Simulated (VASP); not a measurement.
# Ge (Fd-3m) in VASP: single point with LDA

Aim: the single point of Ge with LDA.

All numbers are computed with VASP 6.6.1; they aren't measurements. Logs are shortened: lines on timing, memory, paths and dates and some standing lists are left out, and cuts for length are marked.

## (1) The cell of the first run

It takes space group Fd-3m (No. 227, cubic). Conventional cell: a = 5.527 Å, b = 5.527 Å, c = 5.527 Å, α = 90.00°, β = 90.00°, γ = 90.00°. Ge (site symmetry -43m) has 4 Ge at 2.39 Å within 3.2 Å.

## (2) Single point, LDA (volume scaled by 0.95)

File INCAR:

```
SYSTEM = Ge
  PREC = Accurate
  ENCUT = 520
  EDIFF = 1E-6
  ISMEAR = -1
  SIGMA = 0.05
  LREAL = .FALSE.
  LASPH = .TRUE.
  NELM = 80
  ALGO = Normal
  ISIF = 2
  LWAVE = .FALSE.
  LCHARG = .FALSE.
  GGA = CA
  NBANDS = 21
```

File KPOINTS:

```
Automatic mesh
0
G
  13 13 13
  0 0 0
```

File POSCAR:

```
Ge
1.0
    0.0000000000      2.7633856408      2.7633856408
    2.7633856408      0.0000000000      2.7633856408
    2.7633856408      2.7633856408      0.0000000000
Ge
2
Direct
   -0.1250000000     -0.1250000000     -0.1250000000
    0.1250000000      0.1250000000      0.1250000000
```

Potentials or basis: VASP PAW LDA potentials, release 64 (Ge_d).

Started as:

```bash
$ cat potpaw_LDA.64/Ge_d/POTCAR > POTCAR
$ mpirun -np 1 vasp_std > vasp.out
```

OUTCAR:

```text
SYSTEM = Ge
   PREC = Accurate
   ENCUT = 520
   EDIFF = 1E-6
   ISMEAR = -1
   LREAL = .FALSE.
   LASPH = .TRUE.
   NELM = 80
   ISIF = 2
   GGA = CA

 ion  position               nearest neighbor table
   1  0.875  0.875  0.875-   2 2.39   2 2.39   2 2.39   2 2.39
   2  0.125  0.125  0.125-   1 2.39   1 2.39   1 2.39   1 2.39

  LATTYP: Found a face centered cubic cell.
 ALAT       =     5.5267712816

  Lattice vectors:

 A1 = (   0.0000000000,   2.7633856408,   2.7633856408)
 A2 = (   2.7633856408,   0.0000000000,   2.7633856408)
 A3 = (   2.7633856408,   2.7633856408,   0.0000000000)

Analysis of symmetry for initial positions (statically):
=====================================================================
 Subroutine PRICEL returns:
 Original cell was already a primitive cell.

 Routine SETGRP: Setting up the symmetry group for a
 face centered cubic supercell.

 Subroutine GETGRP returns: Found 48 space group operations
 (whereof 12 operations were pure point group operations)
 out of a pool of 48 trial point group operations.

The static configuration has the point symmetry D_3d.
 The point group associated with its full space group is O_h .

Analysis of symmetry for dynamics (positions and initial velocities):
=====================================================================
 Subroutine PRICEL returns:
 Original cell was already a primitive cell.

 Routine SETGRP: Setting up the symmetry group for a
 face centered cubic supercell.

 Subroutine GETGRP returns: Found 48 space group operations
 (whereof 12 operations were pure point group operations)
 out of a pool of 48 trial point group operations.

The dynamic configuration has the point symmetry D_3d.
 The point group associated with its full space group is O_h .

 Subroutine INISYM returns: Found 48 space group operations
 (whereof 12 operations are pure point group operations),
 and found     1 'primitive' translations

----------------------------------------------------------------------------------------

                                     Primitive cell

  volume of cell :      42.2041

  direct lattice vectors                    reciprocal lattice vectors
     0.000000000  2.763385641  2.763385641    -0.180937468  0.180937468  0.180937468
     2.763385641  0.000000000  2.763385641     0.180937468 -0.180937468  0.180937468
     2.763385641  2.763385641  0.000000000     0.180937468  0.180937468 -0.180937468

  length of vectors
     3.908017451  3.908017451  3.908017451     0.313392887  0.313392887  0.313392887

  position of ions in fractional coordinates (direct lattice)
     0.875000000  0.875000000  0.875000000
     0.125000000  0.125000000  0.125000000

  ion indices of the primitive-cell ions
   primitive index   ion index
                 1           1
                 2           2

----------------------------------------------------------------------------------------

 KPOINTS: Automatic mesh

Automatic generation of k-mesh.
 Grid dimensions read from file:
 generate k-points for:   13   13   13

 Generating k-lattice:

  Cartesian coordinates                     Fractional coordinates (reciprocal lattice)
    -0.013918267  0.013918267  0.013918267     0.076923077  0.000000000  0.000000000
     0.013918267 -0.013918267  0.013918267     0.000000000  0.076923077  0.000000000
     0.013918267  0.013918267 -0.013918267     0.000000000  0.000000000  0.076923077

  Length of vectors
     0.024107145  0.024107145  0.024107145

  Shift w.r.t. Gamma in fractional coordinates (k-lattice)
     0.000000000  0.000000000  0.000000000

 Subroutine IBZKPT returns following result:
 ===========================================

 Found     84 irreducible k-points:

 Following reciprocal coordinates:
            Coordinates               Weight
  0.000000  0.000000  0.000000      1.000000
  0.076923  0.000000  0.000000      8.000000
  0.153846  0.000000  0.000000      8.000000
  0.230769  0.000000  0.000000      8.000000
  0.307692  0.000000  0.000000      8.000000
  0.384615  0.000000  0.000000      8.000000
[... 16 lines left out ...]
  0.384615  0.153846  0.000000     24.000000
  0.461538  0.153846  0.000000     24.000000
 [... further k-points ...]
   k-points           NKPTS =     84   k-points in BZ     NKDIM =     84   number of bands    NBANDS=     21
   number of dos      NEDOS =    301   number of ions     NIONS =      2
   total plane-waves  NPLWV =  27000
   dimension x,y,z NGX =    30 NGY =   30 NGZ =   30
   dimension x,y,z NGXF=    60 NGYF=   60 NGZF=   60
   ions per type =               2
   NGX,Y,Z   is equivalent  to a cutoff of  12.76, 12.76, 12.76 a.u.
   NGXF,Y,Z  is equivalent  to a cutoff of  25.52, 25.52, 25.52 a.u.
 SYSTEM =  Ge
   PREC   = accura    normal or accurate (medium, high low for compatibility)
   ISTART =      0    job   : 0-new  1-cont  2-samecut
   ICHARG =      2    charge: 1-file 2-atom 10-const
   ISPIN  =      1    spin polarized calculation?
   LNONCOLLINEAR =      F non collinear calculations
   LSORBIT =      F    spin-orbit coupling
   LASPH  =      T    aspherical Exc in radial PAW
   ENCUT  =  520.0 eV  38.22 Ry    6.18 a.u.   7.27  7.27  7.27*2*pi/ulx,y,z
   NELM   =     80;   NELMIN=  2; NELMDL= -5     # of ELM steps
   EDIFF  = 0.1E-05   stopping-criterion for ELM
   LREAL  =      F    real-space projection
[... 7 lines left out ...]
   TEBEG  =    0.0;   TEEND  =   0.0 temperature during run
   PSTRESS=    0.0 pullay stress
   NELECT =      28.0000    total number of electrons
   NUPDOWN=      -1.0000    fix difference up-down
   EMIN   =  10.00;   EMAX   =-10.00  energy-range for DOS
   EFERMI =   0.00;   METHOD = LEGACY
   ISMEAR =    -1;   SIGMA  =   0.05  broadening in eV -4-tet -1-fermi 0-gaus
   EFERMI_NEDOS =   21; number of points for ismear=-14 and -15
   IALGO  =     38    algorithm
   IMIX   =      4    mixing-type and parameters
     AMIX     =   0.40;   BMIX     =  1.00
     AMIX_MAG =   1.60;   BMIX_MAG =  1.00
  volume/ion in A,a.u.               =      21.10       142.40
  Fermi-wavevector in a.u.,A,eV,Ry     =   1.427828  2.698204 27.738115  2.038694
  Thomas-Fermi vector in A             =   2.547956
   LORBIT       =      0    0 simple, 1 ext, 2 COOP (PROOUT), +10 PAW based schemes
   GGA     = CA    functional components
   LHFCALC =     F    Hartree Fock is set to
   AEXX    =    0.0000 exact exchange contribution
   IVDW    =     0    specifies the selected vdW correction
   LEPSILON=     F    determine dielectric tensor
   LRPA    =     F    only Hartree local field effects (RPA)
 non-spin polarized calculation
  energy-cutoff  :      520.00
  volume of cell :       42.20
 maximum number of plane-waves:      1154
 NGX is ok and might be reduce to    30
   NGX = 15   NGY = 15   NGZ = 15

 number of electron      28.0000023 magnetization

 Free energy of the ion-electron system (eV)
  ---------------------------------------------------
  ext. energy  EPLUGINS =         0.00000000
  ---------------------------------------------------
  free energy    TOTEN  =       -10.36154488 eV

  energy without entropy =      -10.36140831  energy(sigma->0) =      -10.36147659

 E-fermi :   5.5639     XC(G=0): -10.6243

 val. band max:        5.4354531384   @ k =   0.0000   0.0000   0.0000
 cond. band min:       5.7392666939   @ k =   0.4615   0.0000   0.0000
 fundamental gap:      0.3038135556
 Fermi energy:         5.5639224418

 k-point     1 :       0.0000    0.0000    0.0000
  band No.  band energies     occupation
      1     -19.6178      2.00000
      2     -19.6178      2.00000
      3     -19.6178      2.00000
      4     -19.5753      2.00000
      5     -19.5753      2.00000
      6     -19.3234      2.00000
[... 13 lines left out ...]
     20      15.1807      0.00000
     21      15.1807      0.00000

 k-point     2 :       0.0769    0.0000    0.0000
  band No.  band energies     occupation
      1     -19.6224      2.00000
      2     -19.6224      2.00000
      3     -19.6167      2.00000
      4     -19.5691      2.00000
      5     -19.5691      2.00000
      6     -19.3295      2.00000
[... 13 lines left out ...]
     20      14.5717      0.00000
     21      14.5717      0.00000

 k-point     3 :       0.1538    0.0000    0.0000
  band No.  band energies     occupation
      1     -19.6309      2.00000
      2     -19.6309      2.00000
      3     -19.6135      2.00000
      4     -19.5563      2.00000
      5     -19.5563      2.00000
      6     -19.3402      2.00000
[... 13 lines left out ...]
     20      13.9579      0.00000
     21      13.9579      0.00000

 k-point     4 :       0.2308    0.0000    0.0000
  band No.  band energies     occupation
      1     -19.6382      2.00000
      2     -19.6382      2.00000
      3     -19.6090      2.00000
      4     -19.5435      2.00000
      5     -19.5435      2.00000
      6     -19.3498      2.00000
[... 13 lines left out ...]
     20      13.8235      0.00000
     21      13.8235      0.00000

 k-point     5 :       0.3077    0.0000    0.0000
  band No.  band energies     occupation
      1     -19.6431      2.00000
      2     -19.6431      2.00000
      3     -19.6041      2.00000
      4     -19.5337      2.00000
      5     -19.5337      2.00000
      6     -19.3565      2.00000
[... 13 lines left out ...]
     20      14.3027      0.00000
     21      14.3027      0.00000
[... 382 lines left out ...]
     20      14.5679      0.00000
     21      15.5141      0.00000

 k-point    22 :       0.3077    0.1538    0.0000
  band No.  band energies     occupation
      1     -19.6505      2.00000
      2     -19.6391      2.00000
      3     -19.6093      2.00000
      4     -19.5365      2.00000
      5     -19.5059      2.00000
      6     -19.4066      2.00000
[... 13 lines left out ...]
     20      15.0828      0.00000
     21      15.6781      0.00000

 k-point    23 :       0.3846    0.1538    0.0000
  band No.  band energies     occupation
      1     -19.6588      2.00000
      2     -19.6443      2.00000
      3     -19.5962      2.00000
      4     -19.5252      2.00000
      5     -19.4988      2.00000
      6     -19.4110      2.00000
[... 13 lines left out ...]
     20      15.4390      0.00000
     21      16.4141      0.00000

 k-point    24 :       0.4615    0.1538    0.0000
  band No.  band energies     occupation
      1     -19.6641      2.00000
      2     -19.6485      2.00000
      3     -19.5839      2.00000
      4     -19.5152      2.00000
      5     -19.4997      2.00000
      6     -19.4065      2.00000
[... 13 lines left out ...]
     20      16.9284      0.00000
     21      17.3190      0.00000

 [... further k-points ...]

------------------------ aborting loop because EDIFF is reached ----------------------------------------

  FORCE on cell =-STRESS in cart. coord.  units (eV):
  Direction    XX          YY          ZZ          XY          YZ          ZX
  --------------------------------------------------------------------------------------
  -------------------------------------------------------------------------------------
  Total        1.1766129      1.1766129      1.1766129      0.0000000     -0.0000000     -0.0000000
  in kB       44.6673020     44.6673020     44.6673020      0.0000000     -0.0000000     -0.0000000
  external PRESSURE =      44.6673020 kB  Pullay stress =       0.0000000 kB

 VOLUME and BASIS-vectors are now :
 -----------------------------------------------------------------------------
  energy-cutoff  :      520.00
  volume of cell :       42.20
      direct lattice vectors                 reciprocal lattice vectors
     0.000000000  2.763385641  2.763385641    -0.180937468  0.180937468  0.180937468
     2.763385641  0.000000000  2.763385641     0.180937468 -0.180937468  0.180937468
     2.763385641  2.763385641  0.000000000     0.180937468  0.180937468 -0.180937468

 POSITION                                       TOTAL-FORCE (eV/Angst)
 -----------------------------------------------------------------------------------
      4.83592      4.83592      4.83592        -0.000000     -0.000000     -0.000000
      0.69085      0.69085      0.69085         0.000000      0.000000      0.000000
 -----------------------------------------------------------------------------------
    total drift:                               -0.000000      0.000000      0.000000

  FREE ENERGIE OF THE ION-ELECTRON SYSTEM (eV)
  ---------------------------------------------------
  free  energy   TOTEN  =       -10.3615448750 eV

  energy  without entropy=      -10.3614083115  energy(sigma->0) =      -10.36147659
```

Wall time 1.7 min (1 thread of Intel Xeon Platinum 8488C (Sapphire Rapids), shared host); peak memory 0.18 GiB.

What came out:

* Free energy: -10.3615 eV
* Pressure: 4.5 GPa
* Band gap on the k mesh: 0.30 eV, indirect (least direct gap 0.51 eV)

 A k mesh can miss the band edges.
